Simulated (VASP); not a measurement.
# Si6O11 (a cell with a defect) in VASP: a series of runs, part 2 of 2

VASP 6.6.1.

### Step 3. Single point, PBE

Input file INCAR:

```
SYSTEM = Si6O11
ALGO = Normal
EDIFF = 1E-6
ENCUT = 520
GGA = PE
ISIF = 2
ISMEAR = 0
LASPH = .TRUE.
LCHARG = .FALSE.
LREAL = Auto
LWAVE = .FALSE.
NBANDS = 59
NELECT = 88.0
NELM = 60
PREC = Accurate
SIGMA = 0.05
```

Input file KPOINTS:

```
k-points
0
G
  4 4 2
  0 0 0
```

Input file POSCAR:

```
Si6O11
1.0
   -2.5103274377      4.3480146658      0.0000000000
    0.0000000000      0.0000000000      5.5092660079
    7.5309823132      4.3480146658      0.0000000000
Si O
6 11
Direct
    0.7617495765      0.3333333333      0.2382504235
    0.2617495765      0.3333333333      0.7382504235
    0.9765008470      0.6666666667      0.5000000000
    0.4765008470      0.6666666667      0.0000000000
    0.2617495765      0.0000000000      0.2617495765
    0.7617495765      0.0000000000      0.7617495765
    0.0486521033      0.2055717715      0.2072260374
    0.5486521033      0.2055717715      0.7072260374
    0.7865130045      0.5389051049      0.3720609296
    0.2865130045      0.5389051049      0.8720609296
    0.6648348922      0.8722384382      0.9207130329
    0.2865130045      0.7944282285      0.1279390704
    0.7865130045      0.7944282285      0.6279390704
    0.6648348922      0.4610948951      0.0792869671
    0.1648348922      0.4610948951      0.5792869671
    0.5147194061      0.1538170972      0.2797280944
    0.0486521033      0.1277615618      0.7927739626
```

Potentials or basis: VASP PAW PBE potentials, release 64 (Si, O).

Command:

```console
$ cat potpaw_PBE.64/Si/POTCAR potpaw_PBE.64/O/POTCAR > POTCAR
$ mpirun -np 1 vasp_std > vasp.out
```

OUTCAR:

```text
SYSTEM = Si6O11
   EDIFF = 1E-6
   ENCUT = 520
   GGA = PE
   ISIF = 2
   ISMEAR = 0
   LASPH = .TRUE.
   LREAL = Auto
   NELECT = 88.0
   NELM = 60
   PREC = Accurate

 ion  position               nearest neighbor table
   1  0.762  0.333  0.238-  14 1.63   7 1.63  16 1.63   9 1.63   5 3.12   5 3.12   3 3.12   4 3.12

   2  0.262  0.333  0.738-  15 1.63   8 1.63  17 1.63  10 1.63   6 3.12   6 3.12   4 3.12   3 3.12

   3  0.977  0.667  0.500-  13 1.63   9 1.63  15 1.63   5 3.12   6 3.12   1 3.12   2 3.12
   4  0.477  0.667  0.000-  12 1.63  10 1.63  11 1.63  14 1.63   6 3.12   5 3.12   2 3.12   1 3.12

   5  0.262  0.000  0.262-  16 1.53  12 1.63   7 1.63   3 3.12   4 3.12   1 3.12   1 3.12
   6  0.762  0.000  0.762-  11 1.63  17 1.63  13 1.63   8 1.63   4 3.12   3 3.12   2 3.12   2 3.12

   7  0.049  0.206  0.207-   1 1.63   5 1.63
   8  0.549  0.206  0.707-   2 1.63   6 1.63
   9  0.787  0.539  0.372-   3 1.63   1 1.63
  10  0.287  0.539  0.872-   4 1.63   2 1.63
  11  0.665  0.872  0.921-   6 1.63   4 1.63
  12  0.287  0.794  0.128-   4 1.63   5 1.63
  13  0.787  0.794  0.628-   3 1.63   6 1.63
  14  0.665  0.461  0.079-   1 1.63   4 1.63
  15  0.165  0.461  0.579-   2 1.63   3 1.63
  16  0.515  0.154  0.280-   5 1.53   1 1.63
  17  0.049  0.128  0.793-   6 1.63   2 1.63

  LATTYP: Found a simple orthorhombic cell.
 ALAT       =     5.0206548755
 B/A-ratio  =     1.0973201992
 C/A-ratio  =     1.7320508076

  Lattice vectors:

 A1 = (  -2.5103274377,   4.3480146658,   0.0000000000)
 A2 = (   0.0000000000,   0.0000000000,   5.5092660079)
 A3 = (   7.5309823132,   4.3480146658,   0.0000000000)

Analysis of symmetry for initial positions (statically):
=====================================================================
 Subroutine PRICEL returns:
 Original cell was already a primitive cell.

 Routine SETGRP: Setting up the symmetry group for a
 simple orthorhombic supercell.

 Subroutine GETGRP returns: Found  1 space group operations
 (whereof  1 operations were pure point group operations)
 out of a pool of  8 trial point group operations.

The static configuration has the point symmetry C_1 .

Analysis of symmetry for dynamics (positions and initial velocities):
=====================================================================
 Subroutine PRICEL returns:
 Original cell was already a primitive cell.

 Routine SETGRP: Setting up the symmetry group for a
 simple orthorhombic supercell.

 Subroutine GETGRP returns: Found  1 space group operations
 (whereof  1 operations were pure point group operations)
 out of a pool of  8 trial point group operations.

The dynamic configuration has the point symmetry C_1 .

 Subroutine INISYM returns: Found  1 space group operations
 (whereof  1 operations are pure point group operations),
 and found     1 'primitive' translations

----------------------------------------------------------------------------------------

                                     Primitive cell

  volume of cell :     240.5332

  direct lattice vectors                    reciprocal lattice vectors
    -2.510327438  4.348014666  0.000000000    -0.099588602  0.172492518  0.000000000
     0.000000000  0.000000000  5.509266008     0.000000000  0.000000000  0.181512383
     7.530982313  4.348014666  0.000000000     0.099588602  0.057497506  0.000000000

  length of vectors
[... 87 lines left out ...]
  0.250000  0.500000  0.500000      2.000000
  0.500000  0.500000  0.500000      1.000000
   k-points           NKPTS =     20   k-points in BZ     NKDIM =     20   number of bands    NBANDS=     59
   number of dos      NEDOS =    301   number of ions     NIONS =     17
   total plane-waves  NPLWV = 117600
   dimension x,y,z NGX =    40 NGY =   42 NGZ =   70
   dimension x,y,z NGXF=    80 NGYF=   84 NGZF=  140
   ions per type =               6  11
   NGX,Y,Z   is equivalent  to a cutoff of  13.24, 12.67, 13.38 a.u.
   NGXF,Y,Z  is equivalent  to a cutoff of  26.49, 25.35, 26.76 a.u.
 SYSTEM =  Si6O11
   PREC   = accura    normal or accurate (medium, high low for compatibility)
   ISTART =      0    job   : 0-new  1-cont  2-samecut
   ICHARG =      2    charge: 1-file 2-atom 10-const
   ISPIN  =      1    spin polarized calculation?
   LNONCOLLINEAR =      F non collinear calculations
   LSORBIT =      F    spin-orbit coupling
   LASPH  =      T    aspherical Exc in radial PAW
   ENCUT  =  520.0 eV  38.22 Ry    6.18 a.u.   9.34 10.24 16.17*2*pi/ulx,y,z
   NELM   =     60;   NELMIN=  2; NELMDL= -5     # of ELM steps
   EDIFF  = 0.1E-05   stopping-criterion for ELM
   LREAL  =      T    real-space projection
   EDIFFG = 0.1E-04   stopping-criterion for IOM
   NSW    =      0    number of steps for IOM
   IBRION =     -1    ionic relax: 0-MD 1-quasi-New 2-CG
   NFREE  =      0    steps in history (QN), initial steepest desc. (CG)
   ISIF   =      2    stress and relaxation
   ISYM   =      2    0-nonsym 1-usesym 2-fastsym
   POTIM  = 0.5000    time-step for ionic-motion
   TEBEG  =    0.0;   TEEND  =   0.0 temperature during run
   PSTRESS=    0.0 pullay stress
   NELECT =      88.0000    total number of electrons
   NUPDOWN=      -1.0000    fix difference up-down
   EMIN   =  10.00;   EMAX   =-10.00  energy-range for DOS
   EFERMI =   0.00;   METHOD = LEGACY
   ISMEAR =     0;   SIGMA  =   0.05  broadening in eV -4-tet -1-fermi 0-gaus
   EFERMI_NEDOS =   21; number of points for ismear=-14 and -15
   IALGO  =     38    algorithm
   IMIX   =      4    mixing-type and parameters
     AMIX     =   0.40;   BMIX     =  1.00
     AMIX_MAG =   1.60;   BMIX_MAG =  1.00
  volume/ion in A,a.u.               =      14.15        95.48
  Fermi-wavevector in a.u.,A,eV,Ry     =   1.170875  2.212634 18.652897  1.370949
  Thomas-Fermi vector in A             =   2.307327
   LORBIT       =      0    0 simple, 1 ext, 2 COOP (PROOUT), +10 PAW based schemes
   GGA     = PE    functional components
   LHFCALC =     F    Hartree Fock is set to
   AEXX    =    0.0000 exact exchange contribution
   IVDW    =     0    specifies the selected vdW correction
   LEPSILON=     F    determine dielectric tensor
   LRPA    =     F    only Hartree local field effects (RPA)
 non-spin polarized calculation
 Gauss-broadening in eV      SIGMA  =   0.05
  energy-cutoff  :      520.00
  volume of cell :      240.53
 maximum number of plane-waves:      6512
 NGX is ok and might be reduce to    40
   NGX = 19   NGY = 21   NGZ = 33

 number of electron      87.9999992 magnetization

 Free energy of the ion-electron system (eV)
  ---------------------------------------------------
  ext. energy  EPLUGINS =         0.00000000
  ---------------------------------------------------
  free energy    TOTEN  =      -133.22338325 eV

  energy without entropy =     -133.21385632  energy(sigma->0) =     -133.21861979

 E-fermi :   0.6002     XC(G=0):  -8.5569

 val. band max:        0.5773197628   @ k =   0.0000   0.2500   0.5000
 cond. band min:       0.6344329890   @ k =   0.2500   0.0000   0.0000
 fundamental gap:      0.0571132262
 Fermi energy:         0.6002449496

 k-point     1 :       0.0000    0.0000    0.0000
  band No.  band energies     occupation
      1     -19.1117      2.00000
      2     -18.5957      2.00000
      3     -18.0760      2.00000
      4     -17.7054      2.00000
      5     -17.6402      2.00000
      6     -17.4560      2.00000
[... 1169 lines left out ...]
     55      10.6162      0.00000
     56      10.6428      0.00000
 [bands above 56 left out]

------------------------ aborting loop because EDIFF is reached ----------------------------------------

  FORCE on cell =-STRESS in cart. coord.  units (eV):
  Direction    XX          YY          ZZ          XY          YZ          ZX
  --------------------------------------------------------------------------------------
  -------------------------------------------------------------------------------------
  Total      -17.0962675    -11.8989137    -15.0761821     -1.5468344      1.3886118      2.0179382
  in kB     -113.8771999    -79.2579415   -100.4215337    -10.3033699      9.2494586     13.4413636
  external PRESSURE =     -97.8522250 kB  Pullay stress =       0.0000000 kB

 VOLUME and BASIS-vectors are now :
 -----------------------------------------------------------------------------
  energy-cutoff  :      520.00
  volume of cell :      240.53
      direct lattice vectors                 reciprocal lattice vectors
    -2.510327438  4.348014666  0.000000000    -0.099588602  0.172492518  0.000000000
     0.000000000  0.000000000  5.509266008     0.000000000  0.000000000  0.181512383
     7.530982313  4.348014666  0.000000000     0.099588602  0.057497506  0.000000000

 POSITION                                       TOTAL-FORCE (eV/Angst)
 -----------------------------------------------------------------------------------
     -0.11798      4.34801      1.83642        -0.961203     -1.113623      0.560498
      4.90267      4.34801      1.83642         0.970519      1.177449     -0.160565
      1.31415      6.41985      3.67284         2.296421     -0.478140     -2.512998
     -1.19617      2.07183      3.67284        -1.043179     -0.060264     -0.764454
      1.31415      2.27618      0.00000        -2.357707     -2.870982     -0.212702
      3.82448      6.62420      0.00000         0.994695      0.446660      1.115886
[... 9 lines left out ...]
      0.81451      3.45427      0.84742         0.126670      3.186609      0.374973
      5.84823      3.65853      0.70387        -0.346016     -0.149898      0.033391
 -----------------------------------------------------------------------------------
    total drift:                                0.001580     -0.011817     -0.004998

  FREE ENERGIE OF THE ION-ELECTRON SYSTEM (eV)
  ---------------------------------------------------
  free  energy   TOTEN  =      -133.2233832507 eV

  energy  without entropy=     -133.2138563242  energy(sigma->0) =     -133.21861979
```

It took 16 min on 1 thread of Intel Xeon Platinum 8375C at 2.90GHz (Ice Lake), shared host; peak memory 0.41 GiB.

What came out:

```
Free energy   : -133.2234 eV
Largest force : 3.721 eV/Å
```

Forces in eV/Å, atoms in the order of the input:
```
Si  -0.961 -1.114  0.560
Si   0.971  1.177 -0.161
Si   2.296 -0.478 -2.513
Si  -1.043 -0.060 -0.764
Si  -2.358 -2.871 -0.213
Si   0.995  0.447  1.116
O    1.279 -0.273 -0.954
O   -0.275 -0.172 -0.126
O    0.116  0.794  1.166
O    0.004 -0.011  0.157
O    0.073 -0.041 -0.134
O    2.024  0.140  0.483
O   -1.718 -0.048 -0.066
O    0.088  0.447 -0.106
O   -1.271 -0.972  1.147
O    0.127  3.187  0.375
O   -0.346 -0.150  0.033
```

Caveat: the k points lie up to 0.36 Å⁻¹ apart; the cell carries a net charge on a neutralising background, which shifts energy and pressure; the cell differs from its parent crystal (atoms taken out, atom 16 moved 0.000 of the way to it and -0.250 Å across, host rigid); the cell is charged against a uniform background, so pressure and absolute levels hang on convention.

### Step 4. Single point, PBE

Input file INCAR:

```
SYSTEM = Si6O11
  ALGO = Normal
  EDIFF = 1E-6
  ENCUT = 520
  GGA = PE
  ISIF = 2
  ISMEAR = 0
  LASPH = .TRUE.
  LCHARG = .FALSE.
  LREAL = Auto
  LWAVE = .FALSE.
  NBANDS = 59
  NELECT = 88.0
  NELM = 60
  PREC = Accurate
  SIGMA = 0.05
```

KPOINTS is that of step 3.

POSCAR: that of step 3 with these lines changed.

```diff
@@ -23,3 +23,3 @@
     0.1648348922      0.4610948951      0.5792869671
-    0.5147194061      0.1538170972      0.2797280944
+    0.4246088920     -0.0521110708      0.3828352340
     0.0486521033      0.1277615618      0.7927739626
```

Command:

```console
$ cat potpaw_PBE.64/Si/POTCAR potpaw_PBE.64/O/POTCAR > POTCAR
$ mpirun -np 1 vasp_std > vasp.out
```

Run time: 13 min. Hardware: 1 thread of Intel Xeon Platinum 8375C at 2.90GHz (Ice Lake), shared host; peak memory 0.41 GiB.

The run converged. Its results:

```yaml
Free_energy: -129.6472 eV
Largest_force: 16.737 eV/Å
```

Forces in eV/Å, atoms in the order of the input:
```
Si   -2.002   0.719   2.515
Si    0.894   1.198  -0.332
Si    3.546   0.752  -2.528
Si   -1.091  -1.926   0.761
Si   -7.796 -14.742   1.419
Si    0.840   0.396   1.237
O     1.001  -0.037  -0.740
O    -0.196  -0.017  -0.090
O    -0.395  -0.164   0.020
O     0.136   0.231   0.044
O     0.387   0.209  -0.411
O     0.673  -0.416   0.794
O    -2.191   0.056  -0.366
O     1.279   1.308  -1.957
O    -1.496  -1.414   1.398
O     6.697  14.016  -1.815
O    -0.285  -0.168   0.049
```

Levels at points of the mesh, in eV from the Fermi level:
| k point | band 41 | band 42 | band 43 | band 44 | band 45 | band 46 | band 47 | band 48 |
| --- | --- | --- | --- | --- | --- | --- | --- | --- |
| (0.00, 0.00, 0.00) | -0.88 | -0.68 | -0.53 | -0.13 | -0.02 | 1.90 | 5.16 | 5.64 |
| (0.50, 0.00, 0.00) | -0.86 | -0.78 | -0.24 | -0.15 | 1.14 | 1.29 | 4.75 | 5.58 |
| (0.00, 0.50, 0.00) | -0.93 | -0.53 | -0.43 | -0.02 | 0.62 | 1.20 | 5.22 | 5.94 |
| (0.50, 0.50, 0.00) | -0.90 | -0.67 | -0.59 | -0.52 | 0.48 | 2.11 | 4.73 | 5.56 |
| (0.00, 0.00, 0.50) | -0.84 | -0.66 | -0.44 | -0.07 | -0.05 | 1.87 | 5.02 | 5.69 |
| (0.50, 0.00, 0.50) | -0.87 | -0.74 | -0.26 | -0.15 | 1.14 | 1.27 | 4.76 | 5.59 |
| (0.00, 0.50, 0.50) | -0.92 | -0.51 | -0.44 | -0.01 | 0.62 | 1.22 | 5.23 | 5.92 |
| (0.50, 0.50, 0.50) | -0.90 | -0.65 | -0.51 | -0.48 | 0.41 | 2.12 | 4.72 | 5.54 |

Caveat: the k points lie up to 0.36 Å⁻¹ apart; the cell carries a net charge on a neutralising background, which shifts energy and pressure; the cell differs from its parent crystal (atoms taken out, atom 16 moved 0.500 of the way to it and +0.500 Å across, host rigid); the cell is charged against a uniform background, so pressure and absolute levels hang on convention.
